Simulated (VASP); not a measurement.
Runs of VASP 6.6.1 on Fe. The structure is cubic, space group Im-3m (No. 229). The conventional cell has a = 2.866 Å, b = 2.866 Å, c = 2.866 Å, α = 90.00°, β = 90.00°, γ = 90.00°. Fe (site symmetry m-3m) has 14 Fe at 2.48 to 2.87 Å within 3.3 Å. 

```tsv
level	potentials or basis	spin	gap on the mesh (eV)	pressure (GPa)	moment (μB)
LDA	VASP PAW LDA potentials, release 64 (Fe)	collinear, ferromagnetic start	none	-23.4	2.18
LDA	VASP PAW LDA potentials, release 64 (Fe)	off	none	(a)	-
PBE	VASP PAW PBE potentials, release 64 (Fe)	collinear, ferromagnetic start	none	(b)	2.27
PBE	VASP PAW PBE potentials, release 64 (Fe)	off	none	-22.7	-
```

Alike in all rows: task single point; cell as given; k mesh 12 × 12 × 12; cutoff (eV) 520; smearing fermi-dirac 0.1 eV.

Q: Fill in the values left out.

A: (a) -37.7; (b) -5.7.

A gap of «none» marks levels without a gap at the run's occupations.
